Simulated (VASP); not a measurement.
Crystal: ZnSe (Stilleite).

```
Se Zn
1.0
     0.00000    2.79550    2.79550
     2.79550    0.00000    2.79550
     2.79550    2.79550    0.00000
Se Zn
1 1
Direct
  0.75000 0.75000 0.75000
  0.00000 0.00000 0.00000
```

Program: VASP 6.6.1. Alike in all runs: task single point; potentials or basis VASP PAW PBE potentials, release 64 (Se, Zn); no spin polarisation; cell as given; k mesh 8 × 8 × 8; cutoff (eV) 520; smearing fermi-dirac 0.05 eV.

Order these runs on this cell by their pressure, lowest first.
A. level BLYP+D3(BJ)
B. level PBE
C. level PBEsol+D3(BJ)
D. level revPBE

C (-0.3 GPa), A (2.8 GPa), B (5.3 GPa), D (7.1 GPa).

Caveats: the PAW data sets were made with another functional, which shifts forces and pressure a little (some runs).
